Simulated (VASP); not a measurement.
# HC18N in VASP: a series of runs

HC18N is run at these levels: PBEsol; tasks: single point.

Program: VASP 6.6.1. These are calculated values, not measurements. Logs are shortened: lines on timing, memory, paths and dates and some standing lists are left out, and cuts for length are marked.

## (1) The cell of the first run

The cell holds a slab with vacuum, 20 atoms: a = 7.398 Å, b = 7.398 Å, c = 11.000 Å, α = 90.00°, β = 90.00°, γ = 120.00°.

## (2) Single point, PBEsol

Contents of INCAR:

```
  PREC = Accurate
  ENCUT = 1000
  EDIFF = 1E-6
  ISMEAR = -1
  SIGMA = 0.05
  LREAL = Auto
  LASPH = True
  NELM = 120
  ALGO = Normal
  ISIF = 2
  LWAVE = False
  LCHARG = False
  GGA = PS
  NBANDS = 55
  GGA_COMPAT = False
  NELMDL = -8
```

Contents of KPOINTS:

```
regular mesh
0
Gamma
  2 2 1
```

Contents of POSCAR:

```
HC18N
1.0
    7.3980000000      0.0000000000      0.0000000000
   -3.6990000000      6.4068560000      0.0000000000
    0.0000000000      0.0000000000     11.0000000000
C N H
18 1 1
Direct
    0.0045738367     -0.0099304557      0.1248010909
    0.2277500747      0.1091113957      0.0877712727
    0.0027216636      0.3394963146      0.1063626364
    0.2257346729      0.4424939471      0.0875027273
   -0.0019122966      0.6621637820      0.0757325455
    0.2237814917      0.7743445459      0.0805406364
    0.3352193275     -0.0040022751      0.0809718182
    0.5575954562      0.1065318153      0.0814370909
    0.3332283566      0.3279500897      0.0829089091
    0.5568569048      0.4407803141      0.0764747273
    0.3351156683      0.6643559649      0.0812126364
    0.5573624736      0.7760831522      0.0845699091
    0.6649825534     -0.0045504378      0.0915204545
    0.8864313128      0.1058339691      0.1269172727
    0.6670190386      0.3302140707      0.0773185455
    0.8865180213      0.4427819199      0.0761095455
    0.6675073647      0.6615597416      0.0822750909
    0.8870080526      0.7683375434      0.0867395455
    0.9476742193      0.2460053730      0.2285034545
    1.0263537361     -0.0199770371      0.2262393636
```

Potentials or basis: VASP PAW PBE potentials, release 64 (C_h, N_h, H_h).

On the command line:

```
> cat potpaw_PBE.64/C_h/POTCAR potpaw_PBE.64/N_h/POTCAR potpaw_PBE.64/H_h/POTCAR > POTCAR
> mpirun -np 1 vasp_std > vasp.out
```

OUTCAR:

```text
PREC = Accurate
   ENCUT = 1000
   EDIFF = 1E-6
   ISMEAR = -1
   LREAL = Auto
   LASPH = True
   NELM = 120
   ISIF = 2
   GGA = PS
   NELMDL = -8

 ion  position               nearest neighbor table
   1  0.005  0.990  0.125-  20 1.14  18 1.48   2 1.49  14 1.50
   2  0.228  0.109  0.088-   9 1.40   7 1.42   1 1.49
   3  0.003  0.339  0.106-   4 1.45  16 1.45  19 1.47  14 1.51
   4  0.226  0.442  0.088-  11 1.42   9 1.42   3 1.45
   5  0.998  0.662  0.076-  18 1.40  16 1.41   6 1.45
   6  0.224  0.774  0.081-  11 1.42   7 1.42   5 1.45
   7  0.335  0.996  0.081-   2 1.42   6 1.42   8 1.42
   8  0.558  0.107  0.081-  13 1.40   7 1.42  15 1.43
   9  0.333  0.328  0.083-   2 1.40   4 1.42  10 1.43
  10  0.557  0.441  0.076-  15 1.41  17 1.42   9 1.43
  11  0.335  0.664  0.081-   6 1.42   4 1.42  12 1.42
  12  0.557  0.776  0.085-  13 1.41  11 1.42  17 1.44
  13  0.665  0.995  0.092-   8 1.40  12 1.41  14 1.47
  14  0.886  0.106  0.127-  19 1.44  13 1.47   1 1.50   3 1.51
  15  0.667  0.330  0.077-  16 1.41  10 1.41   8 1.43
  16  0.887  0.443  0.076-   5 1.41  15 1.41   3 1.45
  17  0.668  0.662  0.082-  18 1.41  10 1.42  12 1.44
  18  0.887  0.768  0.087-   5 1.40  17 1.41   1 1.48
  19  0.948  0.246  0.229-  14 1.44   3 1.47
  20  0.026  0.980  0.226-   1 1.14

  LATTYP: Found a hexagonal cell.
 ALAT       =     7.3980000000
 C/A-ratio  =     1.4868883482

  Lattice vectors:

 A1 = (   7.3980000000,   0.0000000000,   0.0000000000)
 A2 = (  -3.6990000000,   6.4068560000,   0.0000000000)
 A3 = (   0.0000000000,   0.0000000000,  11.0000000000)

Analysis of symmetry for initial positions (statically):
=====================================================================
 Subroutine PRICEL returns:
 Original cell was already a primitive cell.

 Routine SETGRP: Setting up the symmetry group for a
 hexagonal supercell.

 Subroutine GETGRP returns: Found  1 space group operations
 (whereof  1 operations were pure point group operations)
 out of a pool of 24 trial point group operations.

The static configuration has the point symmetry C_1 .

Analysis of symmetry for dynamics (positions and initial velocities):
=====================================================================
 Subroutine PRICEL returns:
 Original cell was already a primitive cell.

 Routine SETGRP: Setting up the symmetry group for a
 hexagonal supercell.
[... 117 lines left out ...]
   LASPH  =      T    aspherical Exc in radial PAW
   ENCUT  = 1000.0 eV  73.50 Ry    8.57 a.u.  19.08 19.08 28.36*2*pi/ulx,y,z
   NELM   =    120;   NELMIN=  2; NELMDL= -8     # of ELM steps
   EDIFF  = 0.1E-05   stopping-criterion for ELM
   LREAL  =      T    real-space projection
   EDIFFG = 0.1E-04   stopping-criterion for IOM
   NSW    =      0    number of steps for IOM
[... 5 lines left out ...]
   TEBEG  =    0.0;   TEEND  =   0.0 temperature during run
   PSTRESS=    0.0 pullay stress
   NELECT =      78.0000    total number of electrons
   NUPDOWN=      -1.0000    fix difference up-down
   EMIN   =  10.00;   EMAX   =-10.00  energy-range for DOS
   EFERMI =   0.00;   METHOD = LEGACY
   ISMEAR =    -1;   SIGMA  =   0.05  broadening in eV -4-tet -1-fermi 0-gaus
   EFERMI_NEDOS =   21; number of points for ismear=-14 and -15
   IALGO  =     38    algorithm
   IMIX   =      4    mixing-type and parameters
     AMIX     =   0.40;   BMIX     =  1.00
     AMIX_MAG =   1.60;   BMIX_MAG =  1.00
  volume/ion in A,a.u.               =      26.07       175.92
  Fermi-wavevector in a.u.,A,eV,Ry     =   0.869072  1.642308 10.276289  0.755286
  Thomas-Fermi vector in A             =   1.987841
   LORBIT       =      0    0 simple, 1 ext, 2 COOP (PROOUT), +10 PAW based schemes
   GGA     = PS    functional components
   LHFCALC =     F    Hartree Fock is set to
   AEXX    =    0.0000 exact exchange contribution
   IVDW    =     0    specifies the selected vdW correction
   LEPSILON=     F    determine dielectric tensor
   LRPA    =     F    only Hartree local field effects (RPA)
 non-spin polarized calculation
  energy-cutoff  :     1000.00
  volume of cell :      521.38
 maximum number of plane-waves:     37478
 NGX is ok and might be reduce to    80
   NGX = 39   NGY = 39   NGZ = 57

 number of electron      78.0000000 magnetization

 Free energy of the ion-electron system (eV)
  ---------------------------------------------------
  ext. energy  EPLUGINS =         0.00000000
  ---------------------------------------------------
  free energy    TOTEN  =      -180.70760955 eV

  energy without entropy =     -180.70041213  energy(sigma->0) =     -180.70401084

 E-fermi :  -1.5354     XC(G=0):  -4.2186

 val. band max:       -1.7254788107   @ k =   0.0000   0.5000   0.0000
 cond. band min:      -1.3340084060   @ k =   0.5000   0.5000   0.0000
 fundamental gap:      0.3914704047
 Fermi energy:        -1.5353654024

 k-point     1 :       0.0000    0.0000    0.0000
  band No.  band energies     occupation
      1     -22.0028      2.00000
      2     -20.2966      2.00000
      3     -18.5473      2.00000
      4     -18.5307      2.00000
      5     -18.3877      2.00000
      6     -18.3633      2.00000
[... 205 lines left out ...]
     50       4.5912      0.00000
     51       4.8546      0.00000
 [bands above 51 left out]

------------------------ aborting loop because EDIFF is reached ----------------------------------------

  FORCE on cell =-STRESS in cart. coord.  units (eV):
  Direction    XX          YY          ZZ          XY          YZ          ZX
  --------------------------------------------------------------------------------------
  -------------------------------------------------------------------------------------
  Total        2.8516682      0.0670001     -0.2907021      0.3930528     -0.1186321      0.1513901
  in kB        8.7630965      0.2058894     -0.8933193      1.2078402     -0.3645532      0.4652175
  external PRESSURE =       2.6918889 kB  Pullay stress =       0.0000000 kB

 VOLUME and BASIS-vectors are now :
 -----------------------------------------------------------------------------
  energy-cutoff  :     1000.00
  volume of cell :      521.38
      direct lattice vectors                 reciprocal lattice vectors
     7.398000000  0.000000000  0.000000000     0.135171668  0.078041398  0.000000000
    -3.699000000  6.406856000  0.000000000     0.000000000  0.156082796  0.000000000
     0.000000000  0.000000000 11.000000000     0.000000000  0.000000000  0.090909091

 POSITION                                       TOTAL-FORCE (eV/Angst)
 -----------------------------------------------------------------------------------
     -3.62843      6.34323      1.37281        -0.010632      0.014297     -0.067591
      1.28129      0.69906      0.96548        -0.018029      0.008288      0.004284
     -1.23566      2.17510      1.16999        -0.003905      0.023010     -0.022870
      0.03320      2.83499      0.96253        -0.008685     -0.001575      0.018841
      4.93451      4.24239      0.83306         0.006848      0.001164      0.013152
     -1.20876      4.96111      0.88595        -0.005987     -0.000733      0.010617
[... 12 lines left out ...]
      6.10092      1.57612      2.51354         0.007564     -0.005182      0.090051
     -3.43014      6.27887      2.48863         0.095135     -0.070370     -0.172039
 -----------------------------------------------------------------------------------
    total drift:                                0.000469      0.001976     -0.000587

  FREE ENERGIE OF THE ION-ELECTRON SYSTEM (eV)
  ---------------------------------------------------
  free  energy   TOTEN  =      -180.7076095548 eV

  energy  without entropy=     -180.7004121295  energy(sigma->0) =     -180.70401084
```

Run time: 18 min. Hardware: 1 thread of Intel Xeon Platinum 8259CL at 2.50GHz (Skylake/Cascade Lake), shared host; peak memory 1.4 GiB.

What came out:

```yaml
Free_energy: -180.7076 eV
Largest_force: 0.209 eV/Å
Band_gap_on_the_k_mesh: 0.39 eV (least direct gap 0.48 eV)
```

Forces in eV/Å, atoms in the order of the input:
```
C   -0.011  0.014 -0.068
C   -0.018  0.008  0.004
C   -0.004  0.023 -0.023
C   -0.009 -0.002  0.019
C    0.007  0.001  0.013
C   -0.006 -0.001  0.011
C    0.001  0.005  0.013
C   -0.009  0.008  0.018
C   -0.004  0.006  0.012
C   -0.009  0.009  0.020
C   -0.006  0.004  0.013
C    0.000  0.002  0.005
C    0.004  0.007  0.010
C   -0.009 -0.023 -0.023
C   -0.006 -0.002  0.022
C    0.002 -0.003  0.030
C   -0.011  0.006  0.009
C   -0.015  0.011 -0.003
N    0.008 -0.005  0.090
H    0.095 -0.070 -0.172
```

Levels at points of the mesh, in eV from the valence-band top:
| k point | band 35 | band 36 | band 37 | band 38 | band 39 | band 40 | band 41 | band 42 | band 43 | band 44 |
| --- | --- | --- | --- | --- | --- | --- | --- | --- | --- | --- |
| (0.00, 0.00, 0.00) | -2.89 | -2.49 | -1.48 | -0.24 | -0.17 | 0.45 | 1.28 | 2.85 | 3.94 | 4.36 |
| (0.50, 0.00, 0.00) | -2.38 | -2.26 | -2.08 | -1.47 | -0.14 | 0.61 | 2.25 | 2.52 | 2.80 | 4.26 |
| (0.00, 0.50, 0.00) | -2.38 | -2.20 | -2.07 | -1.14 | 0.00 | 0.48 | 2.12 | 2.39 | 2.73 | 4.02 |
| (0.50, 0.50, 0.00) | -2.37 | -2.22 | -1.96 | -1.23 | -0.11 | 0.39 | 2.10 | 2.44 | 2.81 | 4.07 |

Caveat: the k points lie up to 0.49 Å⁻¹ apart; there is no dipole correction, which matters where the two faces differ; the PAW data sets were made with another functional, which shifts forces and pressure a little.

[end of part 1 of 2]
